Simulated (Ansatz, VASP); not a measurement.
K2S: VASP beside Ansatz

```xyz
3
Lattice="0.0000 3.6929 3.6929 3.6929 0.0000 3.6929 3.6929 3.6929 0.0000" Properties=species:S:1:pos:R:3 pbc="T T T"
K     1.8465    1.8465    1.8465
K     5.5394    5.5394    5.5394
S     0.0000    0.0000    0.0000
```

Alike in both runs: task single point; functional PBE; k mesh 6 × 6 × 6; occupations gaussian, width 0.02 eV; no spin polarisation.

|  | VASP | Ansatz |
| --- | --- | --- |
| version | VASP 6.6.1 | Ansatz 0.2.0 |
| potentials or method | VASP PAW PBE potentials, release 64 (K_sv, S), cutoff 500 eV | scalar-relativistic, plane waves, PAW |
| valence electrons in the cell | 24 | 24 |

|  | VASP | Ansatz | Ansatz less VASP |
| --- | --- | --- | --- |
| gap on the k mesh at the Fermi level (eV) | 2.40 | 2.40 | +0.002 |
| least direct gap on the mesh (eV) | 2.60 | 2.61 | +0.003 |
| pressure (GPa) | 0.6 | 0.6 | -0.03 |
